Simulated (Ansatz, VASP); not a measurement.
HfN: VASP beside Ansatz

The input INCAR:

```
SYSTEM = HfN
PREC = Accurate
ENCUT = 520
EDIFF = 1E-6
ISMEAR = 0
SIGMA = 0.15
LREAL = .False.
LASPH = .True.
NELM = 80
ALGO = Normal
ISIF = 2
LWAVE = .False.
LCHARG = .False.
GGA = PE
NBANDS = 14
```

The input KPOINTS:

```
Automatic mesh
0
Gamma
  18 18 18
  0 0 0
```

POSCAR

```
HfN
1.0
    0.0000000000      2.2590000000      2.2590000000
    2.2590000000      0.0000000000      2.2590000000
    2.2590000000      2.2590000000      0.0000000000
Hf N
1 1
Direct
    0.0000000000      0.0000000000      0.0000000000
    0.4882618396      0.5000000000      0.5000000000
```

Input for Ansatz:

```yaml
crystal:
  lattice:
    - [0.0, 2.259, 2.259]
    - [2.259, 0.0, 2.259]
    - [2.259, 2.259, 0.0]
  atoms:
    - { symbol: Hf, position: [0.0, 0.0, 0.0] }
    - { symbol: "N", position: [0.4882618396, 0.5, 0.5] }
basis:
  ecutwfc: 420
kpoints:
  mp_grid: { grid: [18, 18, 18] }
hamiltonian:
  xc: pbe
scf:
  occupations: { method: gaussian, width: 0.15 }
output:
  forces: true
  stress: true
  eigenvalues: true
  write_density: true
  write_potential: true
  elf: true
  volumetric_format: npy
```

Change from the starting cell: all N atoms moved +0.037 Å, as atom 2 towards its neighbour atom 2 (N) at 3.195 Å.

Alike in both runs: task single point; functional PBE; k mesh 18 × 18 × 18; occupations gaussian, width 0.15 eV; no spin polarisation.

```csv
,VASP,Ansatz
version,VASP 6.6.1,Ansatz 0.2.0
potentials or method,"VASP PAW PBE potentials, release 64 (Hf_pv, N), cutoff 520 eV","scalar-relativistic, plane waves, PAW"
valence electrons in the cell,15,31
```

```tsv
	VASP	Ansatz	Ansatz less VASP
gap on the k mesh at the Fermi level (eV)	none	none	-
pressure (GPa)	3.2	5.6	+2.39
traceless stress, the component that is largest in VASP (GPa)	-0.17	-0.18	0.000
rms of the force components (eV/Å)	0.256	0.256	+0.0005
```

Atom by atom the forces differ by 0.001 eV/Å (rms over components). A gap of «none» marks a metal or a gap that the smearing closes. The functional is the same, so the differences come from potentials, cutoffs and numerics. VASP's potentials hold 15 valence electrons a cell and Ansatz's 31, so a difference there can come from the potentials and not from the codes.

Neither program's run includes spin-orbit coupling.
